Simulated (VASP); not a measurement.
# LaZn in VASP: further runs, part 3 of 3

VASP 6.6.1. Earlier steps stand in the parts before.

### Step 6. Electric field gradients, LDA (zz strain of +1 %)

INCAR reads:

```
PREC = Accurate
ENCUT = 520
EDIFF = 1E-8
ISMEAR = -1
SIGMA = 0.05
LREAL = False
LASPH = True
NELM = 100
ALGO = Normal
ISIF = 2
LWAVE = False
LCHARG = False
LEFG = True
NBANDS = 18
```

KPOINTS reads:

```
Automatic mesh
0
Gamma
  9 9 9
```

POSCAR reads:

```
LaZn
1.0
    3.7500000000      0.0000000000      0.0000000000
    0.0000000000      3.7500000000      0.0000000000
    0.0000000000      0.0000000000      3.7875000000
La Zn
1 1
Direct
    0.5000000000      0.5000000000      0.5000000000
    0.0000000000      0.0000000000      0.0000000000
```

Potentials or basis: VASP PAW LDA potentials, release 64 (La, Zn).

Command:

```sh
$ cat potpaw_LDA.64/La/POTCAR potpaw_LDA.64/Zn/POTCAR > POTCAR
$ mpirun -np 1 vasp_std > vasp.out
```

OUTCAR:

```text
PREC = Accurate
   ENCUT = 520
   EDIFF = 1E-8
   ISMEAR = -1
   LREAL = False
   LASPH = True
   NELM = 100
   ISIF = 2

 ion  position               nearest neighbor table
   1  0.500  0.500  0.500-   2 3.26   2 3.26   2 3.26   2 3.26   2 3.26   2 3.26   2 3.26   2 3.26

   2  0.000  0.000  0.000-   1 3.26   1 3.26   1 3.26   1 3.26   1 3.26   1 3.26   1 3.26   1 3.26

  LATTYP: Found a simple tetragonal cell.
 ALAT       =     3.7500000000
 C/A-ratio  =     1.0100000000

  Lattice vectors:

 A1 = (   3.7500000000,   0.0000000000,   0.0000000000)
 A2 = (   0.0000000000,   3.7500000000,   0.0000000000)
 A3 = (   0.0000000000,   0.0000000000,   3.7875000000)

Analysis of symmetry for initial positions (statically):
=====================================================================
 Subroutine PRICEL returns:
 Original cell was already a primitive cell.

 Routine SETGRP: Setting up the symmetry group for a
 simple tetragonal supercell.

 Subroutine GETGRP returns: Found 16 space group operations
 (whereof 16 operations were pure point group operations)
 out of a pool of 16 trial point group operations.

The static configuration has the point symmetry D_4h.

Analysis of symmetry for dynamics (positions and initial velocities):
=====================================================================
 Subroutine PRICEL returns:
 Original cell was already a primitive cell.

 Routine SETGRP: Setting up the symmetry group for a
 simple tetragonal supercell.

 Subroutine GETGRP returns: Found 16 space group operations
 (whereof 16 operations were pure point group operations)
 out of a pool of 16 trial point group operations.

[... 159 lines left out ...]
      3     -10.1451      2.00000
      4     -10.1451      2.00000
      5      -1.1660      2.00000
      6      -1.1653      2.00000
[... 481 lines left out ...]
      5      -1.1044      2.00000
      6      -1.0734      2.00000
[... 10 lines left out ...]
     17       7.7118      0.00000
     18       7.7630      0.00000

 [... further k-points ...]

------------------------ aborting loop because EDIFF is reached ----------------------------------------

  FORCE on cell =-STRESS in cart. coord.  units (eV):
  Direction    XX          YY          ZZ          XY          YZ          ZX
  --------------------------------------------------------------------------------------
  -------------------------------------------------------------------------------------
  Total       -1.4315181     -1.4315181     -1.5235006      0.0000000      0.0000000      0.0000000
  in kB      -43.0618067    -43.0618067    -45.8287531      0.0000000      0.0000000      0.0000000
  external PRESSURE =     -43.9841222 kB  Pullay stress =       0.0000000 kB

 VOLUME and BASIS-vectors are now :
 -----------------------------------------------------------------------------
  energy-cutoff  :      520.00
  volume of cell :       53.26
      direct lattice vectors                 reciprocal lattice vectors
     3.750000000  0.000000000  0.000000000     0.266666667  0.000000000  0.000000000
     0.000000000  3.750000000  0.000000000     0.000000000  0.266666667  0.000000000
     0.000000000  0.000000000  3.787500000     0.000000000  0.000000000  0.264026403

 POSITION                                       TOTAL-FORCE (eV/Angst)
 -----------------------------------------------------------------------------------
      1.87500      1.87500      1.89375         0.000000      0.000000      0.000000
      0.00000      0.00000      0.00000         0.000000      0.000000      0.000000
 -----------------------------------------------------------------------------------
    total drift:                               -0.000000      0.000000      0.000000

  FREE ENERGIE OF THE ION-ELECTRON SYSTEM (eV)
  ---------------------------------------------------
  free  energy   TOTEN  =        -7.9199012869 eV

  energy  without entropy=       -7.8962899934  energy(sigma->0) =       -7.90809564

 Electric field gradients (V/A^2)
---------------------------------------------------------------------
 ion       V_xx      V_yy      V_zz      V_xy      V_xz      V_yz
---------------------------------------------------------------------
   1       2.747     2.747    -5.494     0.000     0.000     0.000
   2       0.144     0.144    -0.288    -0.000    -0.000    -0.000
---------------------------------------------------------------------

 Electric field gradients after diagonalization (V/A^2)
 (convention: |V_zz| > |V_xx| > |V_yy|)
----------------------------------------------------------------------
 ion       V_xx      V_yy      V_zz     asymmetry (V_yy - V_xx)/ V_zz
----------------------------------------------------------------------
   1       2.747     2.747    -5.494       0.000
   2       0.144     0.144    -0.288       0.000
----------------------------------------------------------------------

           NMR quadrupolar parameters

 Cq : quadrupolar parameter    Cq=e*Q*V_zz/h
 eta: asymmetry parameters     (V_yy - V_xx)/ V_zz
 Q  : nuclear electric quadrupole moment in mb (millibarn)
----------------------------------------------------------------------
 ion       Cq(MHz)       eta       Q (mb)
----------------------------------------------------------------------
   1      -0.013       0.000       1.000
   2      -0.001       0.000       1.000
----------------------------------------------------------------------
```

OSZICAR:

```text
N       E                     dE             d eps       ncg     rms          rms(c)
DAV:   1     0.167437288902E+03    0.16744E+03   -0.96949E+03  2764   0.195E+03
DAV:   2     0.126009680299E+02   -0.15484E+03   -0.15001E+03  3412   0.277E+02
DAV:   3    -0.672393405773E+01   -0.19325E+02   -0.18560E+02  3638   0.113E+02
DAV:   4    -0.814960581709E+01   -0.14257E+01   -0.13316E+01  5190   0.234E+01
DAV:   5    -0.820069118041E+01   -0.51085E-01   -0.50936E-01  3742   0.392E+00    0.335E+00
DAV:   6    -0.794528242641E+01    0.25541E+00   -0.22745E+00  4088   0.187E+01    0.215E+00
DAV:   7    -0.792766748547E+01    0.17615E-01   -0.20089E-01  3560   0.537E+00    0.100E+00
DAV:   8    -0.792040498013E+01    0.72625E-02   -0.16622E-02  4784   0.110E+00    0.170E-01
DAV:   9    -0.791991724984E+01    0.48773E-03   -0.94051E-04  4352   0.288E-01    0.358E-02
DAV:  10    -0.791990150998E+01    0.15740E-04   -0.13066E-04  4656   0.102E-01    0.900E-03
DAV:  11    -0.791990097169E+01    0.53829E-06   -0.18432E-05  3760   0.461E-02    0.398E-03
DAV:  12    -0.791990130275E+01   -0.33106E-06   -0.14551E-06  4928   0.102E-02    0.106E-03
DAV:  13    -0.791990128899E+01    0.13760E-07   -0.11238E-07  3840   0.314E-03    0.355E-04
DAV:  14    -0.791990128688E+01    0.21009E-08   -0.82317E-09  2864   0.969E-04
   1 F= -.79199013E+01 E0= -.79080956E+01  d E =-.236113E-01
```

Wall time 58 s (1 thread of Intel Xeon Platinum 8488C (Sapphire Rapids), shared host); peak memory 0.21 GiB.

Results:

| Quantity | Value |
| --- | --- |
| Free energy | -7.9199 eV |
| Pressure | -4.4 GPa |
| Band gap on the k mesh | zero (an odd number of electrons rules out a gap without spin polarisation) |
| Largest electric field gradient by atom | La -5.5; Zn -0.3 V/Å² |

Levels at points of the mesh, in eV from the Fermi level:
```tsv
k point	band 10	band 11	band 12	band 13	band 14	band 15
(0.00, 0.00, 0.00)	-6.03	-0.40	-0.39	1.55	1.58	1.58
```

Electric field gradients, principal values (V/Å²):
```
atom  least  middle  greatest (by size)
1 La  2.747   2.747              -5.494
2 Zn  0.144   0.144              -0.288
```

Caveat: the cell differs from its parent crystal (zz strain of +1 %); the cell stands under tension; without QUAD_EFG the Cq values of the log hold for a quadrupole moment of 1 mb, not for the nuclei; spin-orbit coupling is left out, which moves the levels of the heavy elements.

### Step 7. Electric field gradients, LDA (zz strain of +1 %)

INCAR: that of step 6 with these lines changed.

```diff
@@ -7,3 +7,3 @@
 LASPH = True
-NELM = 100
+NELM = 80
 ALGO = Normal
@@ -12,2 +12,3 @@
 LCHARG = False
+GGA = CA
 LEFG = True
```

KPOINTS is that of step 6.

POSCAR is that of step 6.

Potentials or basis: VASP PAW LDA potentials, release 64 (La, Zn).

Command:

```sh
$ cat potpaw_LDA.64/La/POTCAR potpaw_LDA.64/Zn/POTCAR > POTCAR
$ mpirun -np 1 vasp_std > vasp.out
```

OUTCAR:

```text
PREC = Accurate
   ENCUT = 520
   EDIFF = 1E-8
   ISMEAR = -1
   LREAL = False
   LASPH = True
   NELM = 80
   ISIF = 2
   GGA = CA

 ion  position               nearest neighbor table
   1  0.500  0.500  0.500-   2 3.26   2 3.26   2 3.26   2 3.26   2 3.26   2 3.26   2 3.26   2 3.26

   2  0.000  0.000  0.000-   1 3.26   1 3.26   1 3.26   1 3.26   1 3.26   1 3.26   1 3.26   1 3.26

  LATTYP: Found a simple tetragonal cell.
 ALAT       =     3.7500000000
 C/A-ratio  =     1.0100000000

  Lattice vectors:

[... 717 lines left out ...]
  FREE ENERGIE OF THE ION-ELECTRON SYSTEM (eV)
  ---------------------------------------------------
  free  energy   TOTEN  =        -7.9199012869 eV

  energy  without entropy=       -7.8962899934  energy(sigma->0) =       -7.90809564

 Electric field gradients (V/A^2)
---------------------------------------------------------------------
 ion       V_xx      V_yy      V_zz      V_xy      V_xz      V_yz
---------------------------------------------------------------------
   1       2.747     2.747    -5.494     0.000     0.000     0.000
   2       0.144     0.144    -0.288    -0.000    -0.000    -0.000
---------------------------------------------------------------------

 Electric field gradients after diagonalization (V/A^2)
 (convention: |V_zz| > |V_xx| > |V_yy|)
----------------------------------------------------------------------
 ion       V_xx      V_yy      V_zz     asymmetry (V_yy - V_xx)/ V_zz
----------------------------------------------------------------------
   1       2.747     2.747    -5.494       0.000
   2       0.144     0.144    -0.288       0.000
----------------------------------------------------------------------

           NMR quadrupolar parameters

 Cq : quadrupolar parameter    Cq=e*Q*V_zz/h
 eta: asymmetry parameters     (V_yy - V_xx)/ V_zz
 Q  : nuclear electric quadrupole moment in mb (millibarn)
----------------------------------------------------------------------
 ion       Cq(MHz)       eta       Q (mb)
----------------------------------------------------------------------
   1      -0.013       0.000       1.000
   2      -0.001       0.000       1.000
----------------------------------------------------------------------
```

Run time: 51 s. Hardware: 1 thread of Intel Xeon Platinum 8488C (Sapphire Rapids), shared host; peak memory 0.21 GiB.

What came out:

| Property | Result |
| --- | --- |
| Free energy | -7.9199 eV |
| Pressure | -4.4 GPa |
| Band gap on the k mesh | zero (an odd number of electrons rules out a gap without spin polarisation) |
| Largest electric field gradient by atom | La -5.5; Zn -0.3 V/Å² |

Stress tensor (GPa, compression positive):
```
-4.31  0.00  0.00
 0.00 -4.31  0.00
 0.00  0.00 -4.58
```

Levels at points of the mesh, in eV from the Fermi level:
| k point | band 9 | band 10 | band 11 | band 12 | band 13 | band 14 | band 15 | band 16 |
| --- | --- | --- | --- | --- | --- | --- | --- | --- |
| (0.00, 0.00, 0.00) | -6.99 | -6.03 | -0.40 | -0.39 | 1.55 | 1.58 | 1.58 | 1.69 |

Electric field gradients, principal values (V/Å²):
```tsv
atom	least	middle	greatest (by size)
1 La	2.747	2.747	-5.494
2 Zn	0.144	0.144	-0.288
```

Caveat: the cell differs from its parent crystal (zz strain of +1 %); the cell stands under tension; without QUAD_EFG the Cq values of the log hold for a quadrupole moment of 1 mb, not for the nuclei; spin-orbit coupling is left out, which moves the levels of the heavy elements.

### Step 8. Summary

```tsv
cell	gap on the mesh (eV)	pressure (GPa)
a = 3.824 Å, 2 atoms	none	-6.1
a = 3.750, b = 3.750, c = 3.712 Å, 2 atoms	none	-3.6
a = 3.750, b = 3.750, c = 3.788 Å, 2 atoms	none	-4.4
```

Alike in all rows: task electric field gradients; level LDA; potentials or basis VASP PAW LDA potentials, release 64 (La, Zn); no spin polarisation; k mesh 9 × 9 × 9; cutoff (eV) 520; smearing fermi-dirac 0.05 eV.

Caveats: the cell stands under tension; spin-orbit coupling is left out, which moves the levels of the heavy elements.

Total energies depend on the potentials used, so only differences within one code and one set of settings carry meaning.
